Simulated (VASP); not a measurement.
# VPt (P4/mmm) in VASP: notebook

VPt is run at these levels: LDA; tasks: relaxation of shape and atoms at fixed volume, relaxation of cell and atoms.

Everything below comes from runs of VASP 6.6.1. Logs are shortened: lines on timing, memory, paths and dates and some standing lists are left out, and cuts for length are marked.

## Step 1: The cell of the first run

The structure is tetragonal, space group P4/mmm (No. 123). The conventional cell has a = 2.637 Å, b = 2.637 Å, c = 3.805 Å, α = 90.00°, β = 90.00°, γ = 90.00°. V (site symmetry 4/mmm) has 4 V at 2.64 Å and 8 Pt at 2.66 Å within 3.5 Å. Within 3.5 Å of Pt (site symmetry 4/mmm) lie 4 Pt at 2.64 Å and 8 V at 2.66 Å.

## Step 2: Relaxation of shape and atoms at fixed volume, LDA (13.23 Å³/atom)

File INCAR:

```
  ALGO = Fast
  EDIFF = 1E-6
  EDIFFG = -0.001
  ENCUT = 600
  GGA = CA
  IBRION = 2
  ISIF = 4
  ISMEAR = -1
  LASPH = True
  LCHARG = False
  LREAL = False
  LWAVE = False
  NELM = 100
  NSW = 80
  PREC = Accurate
  SIGMA = 0.15
```

File KPOINTS:

```
k-points
0
Gamma
  16 16 12
```

File POSCAR:

```
VPt
1.0
    2.6370634281      0.0000000000      0.0000000000
    0.0000000000      2.6370634281      0.0000000000
    0.0000000000      0.0000000000      3.8051025251
V Pt
1 1
Direct
    0.5000000000      0.5000000000      0.5000000000
    0.0000000000      0.0000000000      0.0000000000
```

Potentials or basis: VASP PAW LDA potentials, release 64 (V_sv, Pt).

The run is started by

```sh
cat potpaw_LDA.64/V_sv/POTCAR potpaw_LDA.64/Pt/POTCAR > POTCAR
mpirun -np 1 vasp_std > vasp.out
```

OUTCAR:

```text
EDIFF = 1E-6
   EDIFFG = -0.001
   ENCUT = 600
   GGA = CA
   IBRION = 2
   ISIF = 4
   ISMEAR = -1
   LASPH = True
   LREAL = False
   NELM = 100
   NSW = 80
   PREC = Accurate

 ion  position               nearest neighbor table
   1  0.500  0.500  0.500-   2 2.66   2 2.66   2 2.66   2 2.66   2 2.66   2 2.66   2 2.66   2 2.66

   2  0.000  0.000  0.000-   1 2.66   1 2.66   1 2.66   1 2.66   1 2.66   1 2.66   1 2.66   1 2.66

  LATTYP: Found a simple tetragonal cell.
 ALAT       =     2.6370634281
 C/A-ratio  =     1.4429317416

  Lattice vectors:

 A1 = (   2.6370634281,   0.0000000000,   0.0000000000)
 A2 = (   0.0000000000,   2.6370634281,   0.0000000000)
 A3 = (   0.0000000000,   0.0000000000,   3.8051025251)

Analysis of symmetry for initial positions (statically):
=====================================================================
 Subroutine PRICEL returns:
 Original cell was already a primitive cell.

 Routine SETGRP: Setting up the symmetry group for a
 simple tetragonal supercell.

 Subroutine GETGRP returns: Found 16 space group operations
 (whereof 16 operations were pure point group operations)
 out of a pool of 16 trial point group operations.

The static configuration has the point symmetry D_4h.

Analysis of symmetry for dynamics (positions and initial velocities):
=====================================================================
 Subroutine PRICEL returns:
 Original cell was already a primitive cell.

 Routine SETGRP: Setting up the symmetry group for a
 simple tetragonal supercell.

 Subroutine GETGRP returns: Found 16 space group operations
 (whereof 16 operations were pure point group operations)
 out of a pool of 16 trial point group operations.

The dynamic configuration has the point symmetry D_4h.

 Subroutine INISYM returns: Found 16 space group operations
 (whereof 16 operations are pure point group operations),
 and found     1 'primitive' translations

----------------------------------------------------------------------------------------

                                     Primitive cell

  volume of cell :      26.4611

  direct lattice vectors                    reciprocal lattice vectors
     2.637063428  0.000000000  0.000000000     0.379209688  0.000000000  0.000000000
[... 149 lines left out ...]
 -----------------------------------------------------------------------------
  energy-cutoff  :      600.00
  volume of cell :       26.46
      direct lattice vectors                 reciprocal lattice vectors
     2.637063428  0.000000000  0.000000000     0.379209688  0.000000000  0.000000000
     0.000000000  2.637063428  0.000000000     0.000000000  0.379209688  0.000000000
     0.000000000  0.000000000  3.805102525     0.000000000  0.000000000  0.262805008

 POSITION                                       TOTAL-FORCE (eV/Angst)
 -----------------------------------------------------------------------------------
      1.31853      1.31853      1.90255         0.000000      0.000000      0.000000
      0.00000      0.00000      0.00000         0.000000      0.000000      0.000000
 -----------------------------------------------------------------------------------
    total drift:                                0.000000      0.000000     -0.000000

  FREE ENERGIE OF THE ION-ELECTRON SYSTEM (eV)
  ---------------------------------------------------
  free  energy   TOTEN  =       -18.6487965239 eV

  energy  without entropy=      -18.5331179450  energy(sigma->0) =      -18.59095723

--------------------------------------- Ionic step        2  -------------------------------------------

 number of electron      23.0000000 magnetization

 Free energy of the ion-electron system (eV)
  ---------------------------------------------------
  ext. energy  EPLUGINS =         0.00000000
  ---------------------------------------------------
  free energy    TOTEN  =       -18.64879871 eV

  energy without entropy =      -18.53304950  energy(sigma->0) =      -18.59092410

 E-fermi :  12.1686     XC(G=0): -13.9140

 val. band max:       12.1684889871   @ k =   0.4375   0.1875   0.0833
 cond. band min:      12.1688716121   @ k =   0.4375   0.1875   0.0000
 fundamental gap:      0.0003826250
 Fermi energy:        12.1685618855

 k-point     1 :       0.0000    0.0000    0.0000
  band No.  band energies     occupation
      1     -51.4415      2.00000
      2     -25.8471      2.00000
      3     -25.3483      2.00000
      4     -25.3483      2.00000
      5       2.2090      2.00000
      6       5.0123      2.00000
      7       5.2444      2.00000
      8       8.9828      2.00000
      9       8.9828      2.00000
     10      10.8708      1.99965
     11      10.8848      1.99962
     12      12.3188      0.53715
     13      14.2839      0.00000
     14      14.5596      0.00000
[... 401 lines left out ...]
      2     -25.9040      2.00000
      3     -25.7860      2.00000
      4     -25.3793      2.00000
      5       5.9994      2.00000
      6       6.4353      2.00000
      7       7.0836      2.00000
      8       7.1831      2.00000
      9       8.4814      2.00000
     10      10.0071      2.00000
     11      11.5975      1.95653
     12      11.7322      1.89660
     13      12.8243      0.02495
     14      13.6079      0.00014
     15      14.6945      0.00000

 [... further k-points ...]
[... 5 lines left out ...]
  --------------------------------------------------------------------------------------
  -------------------------------------------------------------------------------------
  Total        1.1382496      1.1382496      1.1403975      0.0000000      0.0000000      0.0000000
  in kB       68.9192544     68.9192544     69.0493051      0.0000000      0.0000000      0.0000000
  external PRESSURE =      68.9626046 kB  Pullay stress =       0.0000000 kB

 VOLUME and BASIS-vectors are now :
 -----------------------------------------------------------------------------
  energy-cutoff  :      600.00
  volume of cell :       26.46
      direct lattice vectors                 reciprocal lattice vectors
     2.637444129  0.000000000  0.000000000     0.379154951  0.000000000  0.000000000
     0.000000000  2.637444129 -0.000000000    -0.000000000  0.379154951  0.000000000
     0.000000000 -0.000000000  3.804004112    -0.000000000  0.000000000  0.262880894

 POSITION                                       TOTAL-FORCE (eV/Angst)
 -----------------------------------------------------------------------------------
      1.31872      1.31872      1.90200         0.000000      0.000000      0.000000
      0.00000      0.00000      0.00000         0.000000     -0.000000      0.000000
 -----------------------------------------------------------------------------------
    total drift:                                0.000000      0.000000     -0.000000

  FREE ENERGIE OF THE ION-ELECTRON SYSTEM (eV)
  ---------------------------------------------------
  free  energy   TOTEN  =       -18.6487987053 eV

  energy  without entropy=      -18.5330495036  energy(sigma->0) =      -18.59092410

 reached required accuracy - stopping structural energy minimisation
```

CONTCAR:

```text
VPt
   1.00000000000000
     2.6374441291565773    0.0000000000000000    0.0000000000000000
     0.0000000000000000    2.6374441291565773   -0.0000000000000000
     0.0000000000000000   -0.0000000000000000    3.8040041116880561
  V               Pt
     1     1
Direct
     0.5000000000000000    0.5000000000000000    0.5000000000000000
     0.0000000000000000    0.0000000000000000    0.0000000000000000

  0.00000000E+00  0.00000000E+00  0.00000000E+00
  0.00000000E+00  0.00000000E+00  0.00000000E+00
```

Run time: 66 s. Hardware: 1 thread of Intel Xeon 6975P-C (Granite Rapids), shared host; peak memory 0.28 GiB.

Results:

| Quantity | Value |
| --- | --- |
| Free energy | -18.6488 eV |
| Energy gained by relaxing | 0.0 meV/atom |
| Ionic steps | 2 |
| Pressure after relaxing | 6.9 GPa |
| Band gap on the k mesh | zero (an odd number of electrons rules out a gap without spin polarisation) |

Final structure:
```cif
data_structure
_symmetry_space_group_name_H-M 'P 1'
_symmetry_Int_Tables_number 1
_cell_length_a 2.6374
_cell_length_b 2.6374
_cell_length_c 3.8040
_cell_angle_alpha 90.000
_cell_angle_beta 90.000
_cell_angle_gamma 90.000
_cell_volume 26.46
loop_
_atom_site_label
_atom_site_type_symbol
_atom_site_fract_x
_atom_site_fract_y
_atom_site_fract_z
_atom_site_occupancy
V1 V 0.50000 0.50000 0.50000 1
Pt1 Pt 0.00000 0.00000 0.00000 1
```

Levels at points of the mesh, in eV from the Fermi level:
| k point | band 8 | band 9 | band 10 | band 11 | band 12 | band 13 | band 14 | band 15 |
| --- | --- | --- | --- | --- | --- | --- | --- | --- |
| (0.00, 0.00, 0.00) | -3.19 | -3.19 | -1.30 | -1.28 | 0.15 | 2.12 | 2.39 | 2.41 |
| (0.50, 0.00, 0.00) | -3.53 | -3.31 | -2.17 | -1.93 | -1.42 | 0.65 | 1.34 | 2.36 |
| (0.50, 0.50, 0.00) | -6.00 | 0.47 | 1.00 | 2.19 | 2.19 | 2.26 | 2.54 | 2.54 |
| (0.00, 0.00, 0.50) | -3.72 | -2.61 | -2.61 | -1.96 | -1.16 | -0.26 | 0.93 | 0.93 |
| (0.50, 0.00, 0.50) | -3.74 | -2.95 | -0.90 | -0.52 | 0.13 | 0.81 | 1.85 | 2.18 |
| (0.50, 0.50, 0.50) | -3.10 | -2.58 | -1.91 | -1.91 | 0.48 | 0.94 | 3.32 | 8.34 |

Caveat: spin-orbit coupling is left out, which moves the levels of the heavy elements.

## Step 3: Relaxation of cell and atoms, LDA

This run uses another cell than the first one, of 13.47 Å³/atom.

File INCAR:

```
SYSTEM = VPt
PREC = Accurate ; ENCUT = 600
EDIFF = 1E-7 ; ISMEAR = -1
SIGMA = 0.15 ; LREAL = .False.
LASPH = .True. ; NELM = 80
ALGO = Fast ; ISIF = 3
LWAVE = .False. ; LCHARG = .False.
IBRION = 2 ; NSW = 80
EDIFFG = -0.001
```

File KPOINTS:

```
regular mesh
0
Gamma
  16 16 12
  0 0 0
```

File POSCAR:

```
VPt
1.0
    2.6521387116      0.0000000000      0.0000000000
    0.0000000000      2.6521387116      0.0000000000
    0.0000000000      0.0000000000      3.8311535959
V Pt
1 1
Direct
    0.5000000000      0.5000000000      0.5000000000
    0.0000000000      0.0000000000      0.0000000000
```

Potentials or basis: VASP PAW LDA potentials, release 64 (V_sv, Pt).

The run is started by

```sh
cat potpaw_LDA.64/V_sv/POTCAR potpaw_LDA.64/Pt/POTCAR > POTCAR
mpirun -np 1 vasp_std > vasp.out
```

OUTCAR:

```text
SYSTEM = VPt
   PREC = Accurate
   ENCUT = 600
   EDIFF = 1E-7
   ISMEAR = -1
   LREAL = .False.
   LASPH = .True.
   NELM = 80
   ISIF = 3
   IBRION = 2
   NSW = 80
   EDIFFG = -0.001

 ion  position               nearest neighbor table
   1  0.500  0.500  0.500-   2 2.68   2 2.68   2 2.68   2 2.68   2 2.68   2 2.68   2 2.68   2 2.68

   2  0.000  0.000  0.000-   1 2.68   1 2.68   1 2.68   1 2.68   1 2.68   1 2.68   1 2.68   1 2.68

  LATTYP: Found a simple tetragonal cell.
 ALAT       =     2.6521387116
 C/A-ratio  =     1.4445524961

  Lattice vectors:

 A1 = (   2.6521387116,   0.0000000000,   0.0000000000)
 A2 = (   0.0000000000,   2.6521387116,   0.0000000000)
 A3 = (   0.0000000000,   0.0000000000,   3.8311535959)

Analysis of symmetry for initial positions (statically):
=====================================================================
[... 407 lines left out ...]
 k-point     1 :       0.0000    0.0000    0.0000
  band No.  band energies     occupation
      1     -51.8639      2.00000
      2     -26.2616      2.00000
      3     -25.7865      2.00000
      4     -25.7865      2.00000
      5       1.9967      2.00000
      6       4.8316      2.00000
      7       5.0383      2.00000
      8       8.6693      2.00000
      9       8.6693      2.00000
     10      10.5019      1.99957
     11      10.5160      1.99953
     12      11.9050      0.57537
     13      13.8304      0.00000
     14      14.0759      0.00000
[... 401 lines left out ...]
      2     -26.3023      2.00000
      3     -26.2044      2.00000
      4     -25.8155      2.00000
      5       5.7461      2.00000
      6       6.1923      2.00000
      7       6.8192      2.00000
      8       6.9264      2.00000
      9       8.1899      2.00000
     10       9.6518      2.00000
     11      11.2283      1.94706
     12      11.3385      1.89267
     13      12.4102      0.02745
     14      13.1718      0.00017
     15      14.1858      0.00000

 [... further k-points ...]
[... 5 lines left out ...]
  --------------------------------------------------------------------------------------
  -------------------------------------------------------------------------------------
  Total       -0.0006147     -0.0006147      0.0001734      0.0000000      0.0000000      0.0000000
  in kB       -0.0363663     -0.0363663      0.0102592      0.0000000      0.0000000      0.0000000
  external PRESSURE =      -0.0208245 kB  Pullay stress =       0.0000000 kB
[... 17 lines left out ...]
  FREE ENERGIE OF THE ION-ELECTRON SYSTEM (eV)
  ---------------------------------------------------
  free  energy   TOTEN  =       -18.6620293366 eV

  energy  without entropy=      -18.5411272393  energy(sigma->0) =      -18.60157829

 reached required accuracy - stopping structural energy minimisation
```

It took 3 min on 1 thread of Intel Xeon 6975P-C (Granite Rapids), shared host; peak memory 0.3 GiB.

What came out:

```
Free energy                           : -18.6620 eV
Relaxed volume                        : 13.54 Å³/atom
Relaxed cell                          : a = 2.657 Å, b = 2.657 Å, c = 3.835 Å, α = 90.00°, β = 90.00°, γ = 90.00°
Space group after relaxing (to 0.1 Å) : P4/mmm (No. 123)
Energy gained by relaxing             : 0.3 meV/atom
Ionic steps                           : 7
Pressure after relaxing               : 0.0 GPa
Band gap on the k mesh                : zero (an odd number of electrons rules out a gap without spin polarisation)
```

The path:
| step | energy change (eV) | largest force (eV/Å) | pressure (GPa) | volume (Å³) |
| --- | --- | --- | --- | --- |
| 1 | 0.0000 | 0.0000 | 1.38 | 26.95 |
| 2 | 0.0028 | 0.0000 | -3.26 | 27.40 |
| 3 | -0.0006 | 0.0000 | -0.04 | 27.08 |
| 4 | -0.0006 | 0.0000 | 0.00 | 27.08 |
| 5 | -0.0006 | 0.0000 | 0.02 | 27.08 |
| 6 | -0.0006 | 0.0000 | 0.02 | 27.08 |
| 7 | -0.0006 | 0.0000 | 0.00 | 27.08 |

Final structure:
```
CELL_PARAMETERS angstrom
2.65742 0.00000 0.00000
0.00000 2.65742 0.00000
0.00000 0.00000 3.83510
ATOMIC_POSITIONS crystal
V 0.50000 0.50000 0.50000
Pt 0.00000 0.00000 0.00000
```

Caveat: spin-orbit coupling is left out, which moves the levels of the heavy elements.
